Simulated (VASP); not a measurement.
# GaP (P4/mmm) in VASP: notebook, part 2 of 2

VASP 6.6.1. Earlier steps stand in the parts before.

### 4 Single point, PBE

This run uses another cell than the first one, of 17.41 Å³/atom, 1.040 times its volume.

File INCAR:

```
SYSTEM = GaP
  PREC = Accurate
  ENCUT = 520
  EDIFF = 1E-7
  ISMEAR = -1
  SIGMA = 0.05
  LREAL = .False.
  LASPH = .True.
  NELM = 60
  ALGO = Normal
  ISIF = 2
  LWAVE = .False.
  LCHARG = .True.
  GGA = PE
  LELF = .True.
  LVHAR = .True.
  NBANDS = 16
```

File KPOINTS:

```
Automatic mesh
0
Gamma
  8 8 9
  0 0 0
```

File POSCAR:

```
GaP
1.0
    3.5021475848      0.0000000000      0.0000000000
    0.0000000000      3.5021475848      0.0000000000
    0.0000000000      0.0000000000      2.8394400188
Ga P
1 1
Direct
    0.0000000000      0.0000000000      0.0000000000
    0.5000000000      0.5000000000      0.5000000000
```

Potentials or basis: VASP PAW PBE potentials, release 64 (Ga_d, P).

Run with:

```
> cat potpaw_PBE.64/Ga_d/POTCAR potpaw_PBE.64/P/POTCAR > POTCAR
> mpirun -np 1 vasp_std > vasp.out
```

OUTCAR:

```text
SYSTEM = GaP
   PREC = Accurate
   ENCUT = 520
   EDIFF = 1E-7
   ISMEAR = -1
   LREAL = .False.
   LASPH = .True.
   NELM = 60
   ISIF = 2
   GGA = PE

 ion  position               nearest neighbor table
   1  0.000  0.000  0.000-   2 2.85   2 2.85   2 2.85   2 2.85   2 2.85   2 2.85   2 2.85   2 2.85

   2  0.500  0.500  0.500-   1 2.85   1 2.85   1 2.85   1 2.85   1 2.85   1 2.85   1 2.85   1 2.85

  LATTYP: Found a simple tetragonal cell.
 ALAT       =     3.5021475848
 C/A-ratio  =     0.8107710912

  Lattice vectors:

 A1 = (   3.5021475848,   0.0000000000,   0.0000000000)
 A2 = (   0.0000000000,   3.5021475848,   0.0000000000)
 A3 = (   0.0000000000,   0.0000000000,   2.8394400188)

Analysis of symmetry for initial positions (statically):
=====================================================================
 Subroutine PRICEL returns:
 Original cell was already a primitive cell.

 Routine SETGRP: Setting up the symmetry group for a
 simple tetragonal supercell.

 Subroutine GETGRP returns: Found 16 space group operations
 (whereof 16 operations were pure point group operations)
 out of a pool of 16 trial point group operations.

The static configuration has the point symmetry D_4h.

Analysis of symmetry for dynamics (positions and initial velocities):
=====================================================================
 Subroutine PRICEL returns:
 Original cell was already a primitive cell.

 Routine SETGRP: Setting up the symmetry group for a
 simple tetragonal supercell.

 Subroutine GETGRP returns: Found 16 space group operations
 (whereof 16 operations were pure point group operations)
 out of a pool of 16 trial point group operations.

The dynamic configuration has the point symmetry D_4h.

 Subroutine INISYM returns: Found 16 space group operations
 (whereof 16 operations are pure point group operations),
 and found     1 'primitive' translations

----------------------------------------------------------------------------------------

                                     Primitive cell

  volume of cell :      34.8258

  direct lattice vectors                    reciprocal lattice vectors
     3.502147585  0.000000000  0.000000000     0.285539080  0.000000000  0.000000000
     0.000000000  3.502147585  0.000000000     0.000000000  0.285539080  0.000000000
     0.000000000  0.000000000  2.839440019     0.000000000  0.000000000  0.352182118

  length of vectors
     3.502147585  3.502147585  2.839440019     0.285539080  0.285539080  0.352182118

  position of ions in fractional coordinates (direct lattice)
     0.000000000  0.000000000  0.000000000
     0.500000000  0.500000000  0.500000000

  ion indices of the primitive-cell ions
   primitive index   ion index
                 1           1
                 2           2

----------------------------------------------------------------------------------------

 KPOINTS: Automatic mesh

Automatic generation of k-mesh.
 Grid dimensions read from file:
 generate k-points for:    8    8    9

 Generating k-lattice:

  Cartesian coordinates                     Fractional coordinates (reciprocal lattice)
     0.035692385  0.000000000  0.000000000     0.125000000  0.000000000  0.000000000
     0.000000000  0.035692385  0.000000000     0.000000000  0.125000000  0.000000000
     0.000000000  0.000000000  0.039131346     0.000000000  0.000000000  0.111111111

  Length of vectors
     0.035692385  0.035692385  0.039131346

  Shift w.r.t. Gamma in fractional coordinates (k-lattice)
     0.000000000  0.000000000  0.000000000

 Subroutine IBZKPT returns following result:
 ===========================================

 Found     75 irreducible k-points:

 Following reciprocal coordinates:
            Coordinates               Weight
  0.000000  0.000000  0.000000      1.000000
  0.125000  0.000000  0.000000      4.000000
  0.250000  0.000000  0.000000      4.000000
  0.375000  0.000000  0.000000      4.000000
  0.500000  0.000000  0.000000      2.000000
  0.125000  0.125000  0.000000      4.000000
[... 16 lines left out ...]
  0.375000  0.125000  0.111111     16.000000
  0.500000  0.125000  0.111111      8.000000
 [... further k-points ...]
   k-points           NKPTS =     75   k-points in BZ     NKDIM =     75   number of bands    NBANDS=     16
   number of dos      NEDOS =    301   number of ions     NIONS =      2
   total plane-waves  NPLWV =  18816
   dimension x,y,z NGX =    28 NGY =   28 NGZ =   24
   dimension x,y,z NGXF=    56 NGYF=   56 NGZF=   48
   ions per type =               1   1
   NGX,Y,Z   is equivalent  to a cutoff of  13.29, 13.29, 14.05 a.u.
   NGXF,Y,Z  is equivalent  to a cutoff of  26.58, 26.58, 28.10 a.u.
 SYSTEM =  GaP
   PREC   = accura    normal or accurate (medium, high low for compatibility)
   ISTART =      0    job   : 0-new  1-cont  2-samecut
   ICHARG =      2    charge: 1-file 2-atom 10-const
   ISPIN  =      1    spin polarized calculation?
   LNONCOLLINEAR =      F non collinear calculations
   LSORBIT =      F    spin-orbit coupling
   LASPH  =      T    aspherical Exc in radial PAW
   ENCUT  =  520.0 eV  38.22 Ry    6.18 a.u.   6.51  6.51  5.28*2*pi/ulx,y,z
   NELM   =     60;   NELMIN=  2; NELMDL= -5     # of ELM steps
   EDIFF  = 0.1E-06   stopping-criterion for ELM
   LREAL  =      F    real-space projection
   EDIFFG = 0.1E-05   stopping-criterion for IOM
   NSW    =      0    number of steps for IOM
   IBRION =     -1    ionic relax: 0-MD 1-quasi-New 2-CG
   NFREE  =      0    steps in history (QN), initial steepest desc. (CG)
   ISIF   =      2    stress and relaxation
   ISYM   =      2    0-nonsym 1-usesym 2-fastsym
   POTIM  = 0.5000    time-step for ionic-motion
   TEBEG  =    0.0;   TEEND  =   0.0 temperature during run
   PSTRESS=    0.0 pullay stress
   NELECT =      18.0000    total number of electrons
   NUPDOWN=      -1.0000    fix difference up-down
   EMIN   =  10.00;   EMAX   =-10.00  energy-range for DOS
   EFERMI =   0.00;   METHOD = LEGACY
   ISMEAR =    -1;   SIGMA  =   0.05  broadening in eV -4-tet -1-fermi 0-gaus
   EFERMI_NEDOS =   21; number of points for ismear=-14 and -15
   IALGO  =     38    algorithm
   IMIX   =      4    mixing-type and parameters
     AMIX     =   0.40;   BMIX     =  1.00
     AMIX_MAG =   1.60;   BMIX_MAG =  1.00
  volume/ion in A,a.u.               =      17.41       117.51
  Fermi-wavevector in a.u.,A,eV,Ry     =   1.313808  2.482737 23.484889  1.726091
  Thomas-Fermi vector in A             =   2.444105
   LORBIT       =      0    0 simple, 1 ext, 2 COOP (PROOUT), +10 PAW based schemes
   GGA     = PE    functional components
   LHFCALC =     F    Hartree Fock is set to
   AEXX    =    0.0000 exact exchange contribution
   IVDW    =     0    specifies the selected vdW correction
   LEPSILON=     F    determine dielectric tensor
   LRPA    =     F    only Hartree local field effects (RPA)
 non-spin polarized calculation
  energy-cutoff  :      520.00
  volume of cell :       34.83
 maximum number of plane-waves:       955
 NGX is ok and might be reduce to    28
   NGX = 13   NGY = 13   NGZ = 11

 number of electron      18.0000003 magnetization

 Free energy of the ion-electron system (eV)
  ---------------------------------------------------
  ext. energy  EPLUGINS =         0.00000000
  ---------------------------------------------------
  free energy    TOTEN  =        -7.67347096 eV

  energy without entropy =       -7.66550412  energy(sigma->0) =       -7.66948754

 E-fermi :   6.6663     XC(G=0): -11.0267

 val. band max:        6.6184856512   @ k =   0.2500   0.1250   0.4444
 cond. band min:       6.6923957613   @ k =   0.3750   0.0000   0.3333
 fundamental gap:      0.0739101101
 Fermi energy:         6.6662995243

 k-point     1 :       0.0000    0.0000    0.0000
  band No.  band energies     occupation
      1      -8.2950      2.00000
      2      -8.1445      2.00000
      3      -8.0794      2.00000
      4      -8.0229      2.00000
      5      -8.0229      2.00000
      6      -6.6793      2.00000
[... 8 lines left out ...]
     15      17.8663      0.00000
     16      18.8081      0.00000
[... 419 lines left out ...]
 k-point    24 :       0.5000    0.1250    0.1111
  band No.  band energies     occupation
      1      -8.2420      2.00000
      2      -8.1359      2.00000
      3      -8.0843      2.00000
      4      -8.0676      2.00000
      5      -8.0398      2.00000
      6      -4.5421      2.00000
[... 8 lines left out ...]
     15      19.6962      0.00000
     16      20.0629      0.00000

 [... further k-points ...]
[... 5 lines left out ...]
  --------------------------------------------------------------------------------------
  -------------------------------------------------------------------------------------
  Total       -0.5923667     -0.5923667     -0.6372848      0.0000000     -0.0000000      0.0000000
  in kB      -27.2520771    -27.2520771    -29.3185566      0.0000000     -0.0000000      0.0000000
  external PRESSURE =     -27.9409036 kB  Pullay stress =       0.0000000 kB

 VOLUME and BASIS-vectors are now :
 -----------------------------------------------------------------------------
  energy-cutoff  :      520.00
  volume of cell :       34.83
      direct lattice vectors                 reciprocal lattice vectors
     3.502147585  0.000000000  0.000000000     0.285539080  0.000000000  0.000000000
     0.000000000  3.502147585  0.000000000     0.000000000  0.285539080  0.000000000
     0.000000000  0.000000000  2.839440019     0.000000000  0.000000000  0.352182118

 POSITION                                       TOTAL-FORCE (eV/Angst)
 -----------------------------------------------------------------------------------
      0.00000      0.00000      0.00000         0.000000      0.000000      0.000000
      1.75107      1.75107      1.41972         0.000000      0.000000      0.000000
 -----------------------------------------------------------------------------------
    total drift:                               -0.000000      0.000000     -0.000000

  FREE ENERGIE OF THE ION-ELECTRON SYSTEM (eV)
  ---------------------------------------------------
  free  energy   TOTEN  =        -7.6734709628 eV

  energy  without entropy=       -7.6655041184  energy(sigma->0) =       -7.66948754
```

OSZICAR:

```text
N       E                     dE             d eps       ncg     rms          rms(c)
DAV:   1     0.731985864560E+02    0.73199E+02   -0.90644E+03  2608   0.174E+03
DAV:   2    -0.252315784425E+01   -0.75722E+02   -0.72171E+02  2808   0.302E+02
DAV:   3    -0.769536859508E+01   -0.51722E+01   -0.51424E+01  3064   0.598E+01
DAV:   4    -0.776330463665E+01   -0.67936E-01   -0.67923E-01  2968   0.714E+00
DAV:   5    -0.776451617203E+01   -0.12115E-02   -0.12113E-02  3192   0.873E-01    0.314E+00
DAV:   6    -0.768428939434E+01    0.80227E-01   -0.11713E-01  3240   0.625E+00    0.184E+00
DAV:   7    -0.767493218242E+01    0.93572E-02   -0.18505E-02  3488   0.104E+00    0.652E-01
DAV:   8    -0.767346383874E+01    0.14683E-02   -0.28473E-03  2992   0.602E-01    0.546E-02
DAV:   9    -0.767346918596E+01   -0.53472E-05   -0.26984E-04  3584   0.227E-01    0.535E-02
DAV:  10    -0.767346906973E+01    0.11624E-06   -0.12060E-05  3248   0.410E-02    0.187E-02
DAV:  11    -0.767347099692E+01   -0.19272E-05   -0.40482E-06  3224   0.318E-02    0.606E-03
DAV:  12    -0.767347113597E+01   -0.13905E-06   -0.29067E-07  2752   0.440E-03    0.148E-03
DAV:  13    -0.767347099462E+01    0.14135E-06   -0.21656E-08  1720   0.207E-03    0.191E-04
DAV:  14    -0.767347096278E+01    0.31848E-07   -0.34015E-09  1576   0.484E-04
   1 F= -.76734710E+01 E0= -.76694875E+01  d E =-.796684E-02
```

Wall time 34 s (1 thread of Intel Xeon Platinum 8488C (Sapphire Rapids), shared host); peak memory 0.17 GiB.

Results:

```yaml
Free_energy: -7.6735 eV
Pressure: -2.8 GPa
Band_gap_on_the_k_mesh: zero (band 9 reaches 9.18 eV, above the bottom of band 10 at 4.40 eV)
```

Stress tensor (GPa, compression positive):
```
-2.73  0.00  0.00
 0.00 -2.73  0.00
 0.00  0.00 -2.93
```

### 5 Overview

| cell | gap on the mesh (eV) | pressure (GPa) |
| --- | --- | --- |
| a = 3.457, b = 3.457, c = 2.803 Å, 2 atoms | none | -0.2 |
| a = 3.480, b = 3.480, c = 2.821 Å, 2 atoms | none | -1.6 |
| a = 3.502, b = 3.502, c = 2.839 Å, 2 atoms | none | -2.8 |

Alike in all rows: task single point; level PBE; potentials or basis VASP PAW PBE potentials, release 64 (Ga_d, P); no spin polarisation; k mesh 8 × 8 × 9; cutoff (eV) 520; smearing fermi-dirac 0.05 eV.

Absolute energies hang on the potentials; compare differences alone.
